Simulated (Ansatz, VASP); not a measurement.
## CdTe in VASP and in Ansatz

Contents of INCAR:

```
SYSTEM = CdTe
PREC = Accurate
ENCUT = 520
EDIFF = 1E-7
ISMEAR = 0
SIGMA = 0.02
LREAL = .False.
LASPH = .True.
NELM = 60
ALGO = Normal
ISIF = 2
LWAVE = .False.
LCHARG = .False.
GGA = PE
IVDW = 12
NBANDS = 16
```

Contents of KPOINTS:

```
Automatic mesh
0
Gamma
  10 10 10
  0 0 0
```

Contents of POSCAR:

```
CdTe
1.0
    0.0000000000      3.3241932403      3.3241932403
    3.3241932403      0.0000000000      3.3241932403
    3.3241932403      3.3241932403      0.0000000000
Cd Te
1 1
Direct
    0.0000000000      0.0000000000      0.0000000000
    0.2500000000      0.2500000000      0.2500000000
```

Input for Ansatz:

```yaml
crystal:
  lattice:
    - [0.0, 3.3241932403, 3.3241932403]
    - [3.3241932403, 0.0, 3.3241932403]
    - [3.3241932403, 3.3241932403, 0.0]
  atoms:
    - { symbol: Cd, position: [0.0, 0.0, 0.0] }
    - { symbol: Te, position: [0.25, 0.25, 0.25] }
scf:
  occupations: { method: gaussian, width: 0.02 }
output:
  forces: true
  stress: true
  eigenvalues: true
  write_density: true
  write_potential: true
  elf: true
  volumetric_format: npy
hamiltonian:
  xc: pbe
  dispersion: d3bj
basis:
  ecutwfc: 450
kpoints:
  mp_grid: { grid: [10, 10, 10] }
```

Alike in both runs: task single point; functional PBE; dispersion D3(BJ); k mesh 10 × 10 × 10; occupations gaussian, width 0.02 eV; no spin polarisation.

|  | VASP | Ansatz |
| --- | --- | --- |
| version | VASP 6.6.1 | Ansatz 0.2.0 |
| potentials or method | VASP PAW PBE potentials, release 64 (Cd, Te), cutoff 520 eV | scalar-relativistic, plane waves, PAW |
| valence electrons in the cell | 18 | 36 |

VASP gave:

| Item | Value |
| --- | --- |
| gap on the k mesh at the Fermi level (eV) | 0.54 |
| least direct gap on the mesh (eV) | 0.54 |
| pressure (GPa) | -2.0 |

Estimate Ansatz's values.

gap on the k mesh at the Fermi level (eV): 0.55; least direct gap on the mesh (eV): 0.55; pressure (GPa): -2.1.

VASP's potentials hold 18 valence electrons a cell and Ansatz's 36, so a difference there can come from the potentials and not from the codes.

Neither program's run includes spin-orbit coupling.
